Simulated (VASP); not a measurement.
The system is Sb.

```
Sb
1.0
    -1.72500    1.72500    1.72500
     1.72500   -1.72500    1.72500
     1.72500    1.72500   -1.72500
Sb
1
Direct
  0.00000 0.00000 0.00000
```

Base run:

```yaml
Program: VASP 6.6.1
Functional: RPBE
Potentials_or_basis: VASP PAW PBE potentials, release 64 (Sb)
Cutoff: 520 eV
k_mesh: 10 × 10 × 10
Occupations: fermi-dirac, width 0.1 eV
Spin: no spin polarisation
```

Its results: pressure 34.3 GPa.

Problem. The run is repeated on the same cell with these changes: functional from RPBE to r2SCAN. What comes out?

Solution. Pressure 31.9 GPa.

Caveats: the PAW data sets were made with another functional, which shifts forces and pressure a little.
